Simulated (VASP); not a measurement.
Ti:

```
Ti
1.0
     2.95000    0.00000    0.00000
    -1.47500    2.55477    0.00000
     0.00000    0.00000    4.68460
Ti
2
Direct
  0.33333 0.66667 0.75000
  0.66667 0.33333 0.25000
```

```yaml
Program: VASP 6.6.1
Task: relaxation of cell and atoms
Functional: LDA
Potentials_or_basis: VASP PAW LDA potentials, release 64 (Ti_sv)
Cutoff: 600 eV
k_mesh: 16 × 16 × 10
Occupations: gaussian, width 0.05 eV
Spin: no spin polarisation
```

At the start: pressure -10.0 GPa; volume 17.65 Å³/atom.

Q: How do energy, volume and symmetry change on relaxing?

A: Over 5 steps the energy falls by 53.3 meV/atom and the volume is 16.07 Å³/atom (-9.0 %); space group P6_3/mmc (No. 194, to 0.05 Å).

Step by step:
```csv
step,energy change (eV),largest force (eV/Å),pressure (GPa),volume (Å³)
1,0.0000,0.0000,-9.99,35.31
2,-0.0427,0.0000,9.89,29.97
3,-0.1067,0.0000,-0.07,32.16
4,-0.1067,0.0000,0.10,32.10
5,-0.1067,0.0000,0.00,32.14
```

Final structure:
```
Ti
1.0
     2.86131    0.00000    0.00000
    -1.43066    2.47797    0.00000
     0.00000    0.00000    4.53303
Ti
2
Direct
  0.33333 0.66667 0.75000
  0.66667 0.33333 0.25000
```
